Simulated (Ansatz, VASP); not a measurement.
# Os in VASP and in Ansatz

File POSCAR:

```
Os
1.0
    2.7341000000      0.0000000000      0.0000000000
   -1.3670500000      2.3678000565      0.0000000000
    0.0000000000      0.0000000000      4.3197000000
Os
2
Direct
    0.1933333333      0.5966666667      0.1450000000
    0.8066666667      0.4033333333      0.8550000000
```

The input INCAR.step1:

```
PREC = Accurate ; ENCUT = 520
ISMEAR = -1 ; SIGMA = 0.05
LREAL = False ; LASPH = True
NELM = 80 ; NBANDS = 15
GGA = PE ; ALGO = Normal
EDIFF = 1E-4 ; LWAVE = True
LCHARG = False
```

Contents of INCAR.step2:

```
PREC = Accurate ; ENCUT = 520
EDIFF = 1E-6 ; ISMEAR = -1
SIGMA = 0.05 ; LREAL = False
LASPH = True ; NELM = 80
ALGO = Normal ; ISIF = 2
LWAVE = False ; LCHARG = False
METAGGA = R2SCAN ; LMIXTAU = True
NBANDS = 15 ; ISTART = 1
```

KPOINTS

```
Automatic mesh
0
Gamma
  13 13 7
```

Input for Ansatz:

```yaml
crystal:
  lattice:
    - [2.7341, 0.0, 0.0]
    - [-1.36705, 2.3678000565, 0.0]
    - [0.0, 0.0, 4.3197]
  atoms:
    - { symbol: Os, position: [0.1933333333, 0.5966666667, 0.145] }
    - { symbol: Os, position: [0.8066666667, 0.4033333333, 0.855] }
kpoints:
  mp_grid: { grid: [13, 13, 7] }
scf:
  occupations: { method: fermi_dirac, width: 0.05 }
hamiltonian:
  xc: r2scan
  pseudopotentials: { kind: paw, source: ansatz }
output:
  forces: true
  stress: true
  eigenvalues: true
```

Change from the starting cell: shortest bond scaled by 0.58, PAW files, source ansatz.

Alike in both runs: task single point; functional r2SCAN; k mesh 13 × 13 × 7; occupations fermi-dirac, width 0.05 eV; no spin polarisation.

```csv
,VASP,Ansatz
version,VASP 6.6.1,Ansatz 0.2.0
potentials or method,"VASP PAW PBE potentials, release 64 (Os)",scalar-relativistic
plane-wave cutoff (eV),520,720
valence electrons in the cell,16,32
```

```csv
,VASP,Ansatz,Ansatz less VASP
pressure (GPa),279.7,422.3,+142.65
"traceless stress, the component that is largest in VASP (GPa)",193.18,361.93,+168.757
rms of the force components (eV/Å),36.372,63.448,+27.0759
```

VASP's potentials were made for PBE, not for r2SCAN. Atom by atom the forces differ by 27.134 eV/Å (rms over components). The pressures are high and differ by over a tenth, so treat them with care. With one functional, cell and mesh, what is left measures potentials, basis and numerics. VASP's potentials hold 16 valence electrons a cell and Ansatz's 32, so a difference there can come from the potentials and not from the codes.

Neither program's run includes spin-orbit coupling. Noted on VASP's run: the cell as given lies far from equilibrium.
